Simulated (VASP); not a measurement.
# Sn2O (antifluorite type) (Fm-3m) in VASP: single point with PBE

Aim: the single point of Sn2O (antifluorite type) with PBE.

All numbers are computed with VASP 6.6.1; they aren't measurements. Logs are shortened: lines on timing, memory, paths and dates and some standing lists are left out, and cuts for length are marked.

## 1. The cell of the first run

The structure is cubic, space group Fm-3m (No. 225). Conventional cell: a = 6.246 Å, b = 6.246 Å, c = 6.246 Å, α = 90.00°, β = 90.00°, γ = 90.00°. Sn (site symmetry -43m) has 4 O at 2.70 Å and 6 Sn at 3.12 Å within 3.6 Å. Within 3.6 Å of O (site symmetry m-3m) lie 8 Sn at 2.70 Å.

## 2. Single point, PBE

The input, INCAR:

```
PREC = Accurate ; ENCUT = 520
EDIFF = 1E-7 ; ISMEAR = -1
SIGMA = 0.06122561905347299 ; LREAL = False
LASPH = True ; NELM = 80
ALGO = Normal ; ISIF = 2
LWAVE = False ; LCHARG = True
GGA = PE ; LELF = True
LVHAR = True ; NBANDS = 24
```

The input, KPOINTS:

```
Automatic mesh
0
Gamma
  30 30 30
```

The input, POSCAR:

```
Sn2O
1.0
    0.0000000000      3.1229628115      3.1229628115
    3.1229628115      0.0000000000      3.1229628115
    3.1229628115      3.1229628115      0.0000000000
Sn O
2 1
Direct
    0.2500000000      0.2500000000      0.2500000000
    0.7500000000      0.7500000000      0.7500000000
    0.0000000000      0.0000000000      0.0000000000
```

Potentials or basis: VASP PAW PBE potentials, release 64 (Sn_d, O).

Launch:

```sh
$ cat potpaw_PBE.64/Sn_d/POTCAR potpaw_PBE.64/O/POTCAR > POTCAR
$ mpirun -np 1 vasp_std > vasp.out
```

OUTCAR:

```text
PREC = Accurate
   ENCUT = 520
   EDIFF = 1E-7
   ISMEAR = -1
   LREAL = False
   LASPH = True
   NELM = 80
   ISIF = 2
   GGA = PE

 ion  position               nearest neighbor table
   1  0.250  0.250  0.250-   3 2.70   3 2.70   3 2.70   3 2.70   2 3.12   2 3.12   2 3.12   2 3.12
                             2 3.12   2 3.12
   2  0.750  0.750  0.750-   3 2.70   3 2.70   3 2.70   3 2.70   1 3.12   1 3.12   1 3.12   1 3.12
                             1 3.12   1 3.12
   3  0.000  0.000  0.000-   2 2.70   2 2.70   2 2.70   1 2.70   2 2.70   1 2.70   1 2.70   1 2.70

  LATTYP: Found a face centered cubic cell.
 ALAT       =     6.2459256230

  Lattice vectors:

 A1 = (   0.0000000000,   3.1229628115,   3.1229628115)
 A2 = (   3.1229628115,   0.0000000000,   3.1229628115)
 A3 = (   3.1229628115,   3.1229628115,   0.0000000000)

Analysis of symmetry for initial positions (statically):
=====================================================================
 Subroutine PRICEL returns:
 Original cell was already a primitive cell.

 Routine SETGRP: Setting up the symmetry group for a
 face centered cubic supercell.

 Subroutine GETGRP returns: Found 48 space group operations
 (whereof 48 operations were pure point group operations)
 out of a pool of 48 trial point group operations.

The static configuration has the point symmetry O_h .

Analysis of symmetry for dynamics (positions and initial velocities):
=====================================================================
 Subroutine PRICEL returns:
 Original cell was already a primitive cell.

 Routine SETGRP: Setting up the symmetry group for a
 face centered cubic supercell.

 Subroutine GETGRP returns: Found 48 space group operations
 (whereof 48 operations were pure point group operations)
 out of a pool of 48 trial point group operations.

The dynamic configuration has the point symmetry O_h .

 Subroutine INISYM returns: Found 48 space group operations
 (whereof 48 operations are pure point group operations),
 and found     1 'primitive' translations

----------------------------------------------------------------------------------------

                                     Primitive cell

  volume of cell :      60.9159

  direct lattice vectors                    reciprocal lattice vectors
     0.000000000  3.122962811  3.122962811    -0.160104372  0.160104372  0.160104372
     3.122962811  0.000000000  3.122962811     0.160104372 -0.160104372  0.160104372
     3.122962811  3.122962811  0.000000000     0.160104372  0.160104372 -0.160104372

  length of vectors
     4.416536363  4.416536363  4.416536363     0.277308907  0.277308907  0.277308907

  position of ions in fractional coordinates (direct lattice)
     0.250000000  0.250000000  0.250000000
     0.750000000  0.750000000  0.750000000
     0.000000000  0.000000000  0.000000000

  ion indices of the primitive-cell ions
   primitive index   ion index
                 1           1
                 2           2
                 3           3

----------------------------------------------------------------------------------------

 KPOINTS: Automatic mesh

Automatic generation of k-mesh.
 Grid dimensions read from file:
 generate k-points for:   30   30   30

 Generating k-lattice:

  Cartesian coordinates                     Fractional coordinates (reciprocal lattice)
    -0.005336812  0.005336812  0.005336812     0.033333333  0.000000000  0.000000000
     0.005336812 -0.005336812  0.005336812     0.000000000  0.033333333  0.000000000
     0.005336812  0.005336812 -0.005336812     0.000000000  0.000000000  0.033333333

  Length of vectors
     0.009243630  0.009243630  0.009243630

  Shift w.r.t. Gamma in fractional coordinates (k-lattice)
     0.000000000  0.000000000  0.000000000

 Subroutine IBZKPT returns following result:
 ===========================================

 Found    752 irreducible k-points:

 Following reciprocal coordinates:
            Coordinates               Weight
  0.000000  0.000000  0.000000      1.000000
  0.033333  0.000000  0.000000      8.000000
  0.066667  0.000000  0.000000      8.000000
  0.100000  0.000000  0.000000      8.000000
  0.133333  0.000000  0.000000      8.000000
  0.166667  0.000000  0.000000      8.000000
[... 16 lines left out ...]
  0.233333  0.033333  0.000000     24.000000
  0.266667  0.033333  0.000000     24.000000
 [... further k-points ...]
   k-points           NKPTS =    752   k-points in BZ     NKDIM =    752   number of bands    NBANDS=     24
   number of dos      NEDOS =    301   number of ions     NIONS =      3
   total plane-waves  NPLWV =  46656
   dimension x,y,z NGX =    36 NGY =   36 NGZ =   36
   dimension x,y,z NGXF=    72 NGYF=   72 NGZF=   72
   ions per type =               2   1
   NGX,Y,Z   is equivalent  to a cutoff of  13.55, 13.55, 13.55 a.u.
   NGXF,Y,Z  is equivalent  to a cutoff of  27.10, 27.10, 27.10 a.u.
 SYSTEM =  unknown system
   PREC   = accura    normal or accurate (medium, high low for compatibility)
   ISTART =      0    job   : 0-new  1-cont  2-samecut
   ICHARG =      2    charge: 1-file 2-atom 10-const
   ISPIN  =      1    spin polarized calculation?
   LNONCOLLINEAR =      F non collinear calculations
   LSORBIT =      F    spin-orbit coupling
   LASPH  =      T    aspherical Exc in radial PAW
   ENCUT  =  520.0 eV  38.22 Ry    6.18 a.u.   8.21  8.21  8.21*2*pi/ulx,y,z
   NELM   =     80;   NELMIN=  2; NELMDL= -5     # of ELM steps
   EDIFF  = 0.1E-06   stopping-criterion for ELM
   LREAL  =      F    real-space projection
   EDIFFG = 0.1E-05   stopping-criterion for IOM
   NSW    =      0    number of steps for IOM
   IBRION =     -1    ionic relax: 0-MD 1-quasi-New 2-CG
   NFREE  =      0    steps in history (QN), initial steepest desc. (CG)
   ISIF   =      2    stress and relaxation
   ISYM   =      2    0-nonsym 1-usesym 2-fastsym
   POTIM  = 0.5000    time-step for ionic-motion
   TEBEG  =    0.0;   TEEND  =   0.0 temperature during run
   PSTRESS=    0.0 pullay stress
   NELECT =      34.0000    total number of electrons
   NUPDOWN=      -1.0000    fix difference up-down
   EMIN   =  10.00;   EMAX   =-10.00  energy-range for DOS
   EFERMI =   0.00;   METHOD = LEGACY
   ISMEAR =    -1;   SIGMA  =   0.06  broadening in eV -4-tet -1-fermi 0-gaus
   EFERMI_NEDOS =   21; number of points for ismear=-14 and -15
   IALGO  =     38    algorithm
   IMIX   =      4    mixing-type and parameters
     AMIX     =   0.40;   BMIX     =  1.00
     AMIX_MAG =   1.60;   BMIX_MAG =  1.00
  volume/ion in A,a.u.               =      20.31       137.03
  Fermi-wavevector in a.u.,A,eV,Ry     =   1.347900  2.547162 24.719531  1.816834
  Thomas-Fermi vector in A             =   2.475613
   LORBIT       =      0    0 simple, 1 ext, 2 COOP (PROOUT), +10 PAW based schemes
   GGA     = PE    functional components
   LHFCALC =     F    Hartree Fock is set to
   AEXX    =    0.0000 exact exchange contribution
   IVDW    =     0    specifies the selected vdW correction
   LEPSILON=     F    determine dielectric tensor
   LRPA    =     F    only Hartree local field effects (RPA)
 non-spin polarized calculation
  energy-cutoff  :      520.00
  volume of cell :       60.92
 maximum number of plane-waves:      1676
 NGX is ok and might be reduce to    36
   NGX = 17   NGY = 17   NGZ = 17

 number of electron      33.9999994 magnetization

 Free energy of the ion-electron system (eV)
  ---------------------------------------------------
  ext. energy  EPLUGINS =         0.00000000
  ---------------------------------------------------
  free energy    TOTEN  =       -12.59976148 eV

  energy without entropy =      -12.57393236  energy(sigma->0) =      -12.58684692

 E-fermi :   7.7698     XC(G=0): -10.5450

 val. band max:        7.7645206681   @ k =   0.2667   0.1667   0.0667
 cond. band min:       7.7749377755   @ k =   0.4000   0.1333   0.0333
 fundamental gap:      0.0104171073
 Fermi energy:         7.7697735916

 k-point     1 :       0.0000    0.0000    0.0000
  band No.  band energies     occupation
      1     -14.2708      2.00000
      2     -14.2708      2.00000
      3     -14.1164      2.00000
      4     -14.1164      2.00000
      5     -14.1164      2.00000
      6     -13.9277      2.00000
[... 16 lines left out ...]
     23      15.5809      0.00000
     24      15.5809      0.00000

 k-point     2 :       0.0333    0.0000    0.0000
  band No.  band energies     occupation
      1     -14.2696      2.00000
      2     -14.2696      2.00000
      3     -14.1162      2.00000
      4     -14.1158      2.00000
      5     -14.1158      2.00000
      6     -13.9283      2.00000
[... 16 lines left out ...]
     23      15.6468      0.00000
     24      15.6468      0.00000

 k-point     3 :       0.0667    0.0000    0.0000
  band No.  band energies     occupation
      1     -14.2663      2.00000
      2     -14.2663      2.00000
      3     -14.1156      2.00000
      4     -14.1141      2.00000
      5     -14.1141      2.00000
      6     -13.9297      2.00000
[... 16 lines left out ...]
     23      15.8269      0.00000
     24      15.8269      0.00000

 k-point     4 :       0.1000    0.0000    0.0000
  band No.  band energies     occupation
      1     -14.2606      2.00000
      2     -14.2606      2.00000
      3     -14.1145      2.00000
      4     -14.1112      2.00000
      5     -14.1112      2.00000
      6     -13.9322      2.00000
[... 16 lines left out ...]
     23      16.0798      0.00000
     24      16.0798      0.00000

 k-point     5 :       0.1333    0.0000    0.0000
  band No.  band energies     occupation
      1     -14.2528      2.00000
      2     -14.2528      2.00000
      3     -14.1129      2.00000
      4     -14.1072      2.00000
      5     -14.1072      2.00000
      6     -13.9358      2.00000
[... 451 lines left out ...]
 k-point    22 :       0.2000    0.0333    0.0000
  band No.  band energies     occupation
      1     -14.2420      2.00000
      2     -14.2268      2.00000
      3     -14.1109      2.00000
      4     -14.0979      2.00000
      5     -14.0954      2.00000
      6     -13.9458      2.00000
[... 16 lines left out ...]
     23      16.1289      0.00000
     24      16.7325      0.00000

 k-point    23 :       0.2333    0.0333    0.0000
  band No.  band energies     occupation
      1     -14.2300      2.00000
      2     -14.2126      2.00000
      3     -14.1074      2.00000
      4     -14.0917      2.00000
      5     -14.0885      2.00000
      6     -13.9522      2.00000
[... 16 lines left out ...]
     23      16.0947      0.00000
     24      16.9597      0.00000

 k-point    24 :       0.2667    0.0333    0.0000
  band No.  band energies     occupation
      1     -14.2161      2.00000
      2     -14.1966      2.00000
      3     -14.1031      2.00000
      4     -14.0846      2.00000
      5     -14.0808      2.00000
      6     -13.9596      2.00000
[... 16 lines left out ...]
     23      16.0873      0.00000
     24      17.1340      0.00000

 [... further k-points ...]

------------------------ aborting loop because EDIFF is reached ----------------------------------------

  FORCE on cell =-STRESS in cart. coord.  units (eV):
  Direction    XX          YY          ZZ          XY          YZ          ZX
  --------------------------------------------------------------------------------------
  -------------------------------------------------------------------------------------
  Total        1.0511824      1.0511824      1.0511824      0.0000000     -0.0000000      0.0000000
  in kB       27.6476513     27.6476513     27.6476513      0.0000000     -0.0000000      0.0000000
  external PRESSURE =      27.6476513 kB  Pullay stress =       0.0000000 kB

 VOLUME and BASIS-vectors are now :
 -----------------------------------------------------------------------------
  energy-cutoff  :      520.00
  volume of cell :       60.92
      direct lattice vectors                 reciprocal lattice vectors
     0.000000000  3.122962811  3.122962811    -0.160104372  0.160104372  0.160104372
     3.122962811  0.000000000  3.122962811     0.160104372 -0.160104372  0.160104372
     3.122962811  3.122962811  0.000000000     0.160104372  0.160104372 -0.160104372

 POSITION                                       TOTAL-FORCE (eV/Angst)
 -----------------------------------------------------------------------------------
      1.56148      1.56148      1.56148        -0.000000     -0.000000     -0.000000
      4.68444      4.68444      4.68444         0.000000     -0.000000     -0.000000
      0.00000      0.00000      0.00000         0.000000      0.000000      0.000000
 -----------------------------------------------------------------------------------
    total drift:                                0.000000      0.000000      0.000000

  FREE ENERGIE OF THE ION-ELECTRON SYSTEM (eV)
  ---------------------------------------------------
  free  energy   TOTEN  =       -12.5997614838 eV

  energy  without entropy=      -12.5739323593  energy(sigma->0) =      -12.58684692
```

It took 33 min on 1 thread of Oxide Virtual Turin-like, shared host; peak memory 0.91 GiB.

What came out:

- Free energy: -12.5998 eV
- Pressure: 2.8 GPa
- Band gap on the k mesh: zero (bands 17 and 18 overlap by 1.37 eV)

Caveat: spin-orbit coupling is left out, which moves the levels of the heavy elements.
